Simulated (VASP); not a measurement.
Set up this calculation in VASP 6.6.1, as the native input.

```
Task                   : single point
Functional             : PBEsol
Potentials or basis    : VASP PAW PBE potentials, release 64 (Ir)
Cutoff                 : 520 eV
k mesh                 : 15 × 15 × 8
Occupations            : fermi-dirac, width 0.1 eV
Spin                   : no spin polarisation
Dipole correction      : no
Further INCAR settings : ALGO = Normal; EDIFF = 1e-06; NBANDS = 16
```

The structure of Ir lies in POSCAR:

```
Ir
1.0
    2.7897999480      0.0000000000      0.0000000000
   -1.3948999740      2.4160376264      0.0000000000
    0.0000000000      0.0000000000      4.5276939987
Ir
2
Direct
    0.3333333333      0.6666666667      0.2500000000
    0.6666666667      0.3333333333      0.7500000000
```

This cell differs from its parent crystal: volume scaled by 1.08.

These files were run (other wordings do the same):

INCAR

```
SYSTEM = Ir
PREC     = Accurate       ! precision mode
ENCUT    = 520            ! plane-wave cutoff, eV
EDIFF    = 1E-6           ! SCF threshold, eV
ISMEAR   = -1             ! smearing method
SIGMA    = 0.1            ! smearing width, eV
LREAL    = .FALSE.        ! projectors in reciprocal space
LASPH    = .TRUE.         ! aspherical terms in the spheres
NELM     = 100            ! most SCF steps
ALGO     = Normal         ! electronic algorithm
ISIF     = 2              ! what is computed and relaxed
LWAVE    = .FALSE.        ! write WAVECAR
LCHARG   = .FALSE.        ! write CHGCAR
GGA      = PS             ! functional
NBANDS   = 16             ! bands
```

KPOINTS

```
Automatic mesh
0
G
  15 15 8
  0 0 0
```

Potentials or basis: VASP PAW PBE potentials, release 64 (Ir).

Run with:

```console
$ cat potpaw_PBE.64/Ir/POTCAR > POTCAR
$ mpirun -np 1 vasp_std > vasp.out
```

It gave:

| Quantity | Value |
| --- | --- |
| Pressure | -23.7 GPa |
| Band gap on the k mesh | zero (band 9 reaches 9.93 eV, above the bottom of band 10 at 7.03 eV) |

Caveat: the PAW data sets were made with another functional, which shifts forces and pressure a little; spin-orbit coupling is left out, which moves the levels of the heavy elements.

It took 34 s on 1 thread of AMD EPYC 9R45 96-Core Processor (Zen 5), with other jobs on the host, peak memory 0.16 GiB.
